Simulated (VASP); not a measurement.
Co:

```
CELL_PARAMETERS angstrom
0.00000 2.46343 2.46343
2.46343 0.00000 2.46343
2.46343 2.46343 0.00000
ATOMIC_POSITIONS crystal
Co 0.12500 0.12500 0.12500
Co 0.87500 0.87500 0.87500
```

This isn't the form of Co at room conditions, which is hcp.

| Item | Value |
| --- | --- |
| Program | VASP 6.6.1 |
| Task | relaxation of cell and atoms |
| Functional | PBEsol |
| Potentials or basis | VASP PAW PBE potentials, release 64 (Co) |
| Cutoff | 600 eV |
| k mesh | 11 × 11 × 11 |
| Occupations | fermi-dirac, width 0.1 eV |
| Spin | no spin polarisation |

At the start: pressure -7.5 GPa; volume 14.95 Å³/atom.

Problem. Where does the relaxation end?

Solution. Over 3 steps the energy falls by 21.2 meV/atom and the volume is 14.10 Å³/atom (-5.7 %); space group Fd-3m (No. 227, to 0.1 Å) before and after.

The path:
| step | energy change (eV) | largest force (eV/Å) | pressure (GPa) | volume (Å³) |
| --- | --- | --- | --- | --- |
| 1 | 0.0000 | 0.0000 | -7.50 | 29.90 |
| 2 | -0.0163 | 0.0000 | 7.18 | 26.97 |
| 3 | -0.0424 | 0.0000 | -0.01 | 28.20 |

Final structure:
```
Co
1.0
     0.00000    2.41575    2.41575
     2.41575    0.00000    2.41575
     2.41575    2.41575    0.00000
Co
2
Cartesian
  0.6039 0.6039 0.6039
  4.2276 4.2276 4.2276
```

Caveat: the PAW data sets were made with another functional, which shifts forces and pressure a little; the run has no spin polarisation, though such a crystal can be magnetic.
